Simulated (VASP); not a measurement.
H9ClO4: molecular dynamics with r2SCAN+D3(BJ)

The system is H9ClO4.

```xyz
14
Lattice="6.0578 0.0000 0.0000 0.0000 6.0578 0.0000 0.0000 0.0000 6.0578" Properties=species:S:1:pos:R:3 pbc="T T T"
O     2.2426    0.8814    1.1336
O     2.8971    2.6736    5.1635
O     0.4908    1.5600    3.0823
O     4.9113    6.4069    5.3970
H     1.9601    0.1655    0.4636
H     1.5540    1.0134    1.7708
H     3.6992    2.2831    4.9164
H     2.5576    2.3258    5.9793
H     0.9243    2.2135    3.6715
H     0.3952    0.8642    3.7047
H     4.7388    5.5275    4.9929
H     4.3728    6.4950    6.1963
H     2.7296    3.8161    4.8206
Cl    2.1484    5.0579    4.1915
```

```
Program                : VASP 6.6.1
Task                   : molecular dynamics
Functional             : r2SCAN
Dispersion             : D3(BJ)
Potentials or basis    : VASP PAW PBE potentials, release 64 (O, H, Cl)
Cutoff                 : 520 eV
k mesh                 : 1 × 1 × 1
Occupations            : fermi-dirac, width 0.02 eV
Spin                   : no spin polarisation
Dipole correction      : no
Further INCAR settings : ALGO = Normal; EDIFF = 1e-05; NBANDS = 33; ISYM = 0; IBRION = 0; POTIM = 0.5; NSW = 40
```

* Dispersion energy per atom: -0.014 eV

It took 23 min on 1 thread of Intel(R) Xeon(R) Platinum 8259CL CPU @ 2.50GHz (Skylake/Cascade Lake) (shared host), peak memory 0.39 GiB.

Caveat: the k points lie up to 1.04 Å⁻¹ apart, too coarse for converged energies, forces and pressures.
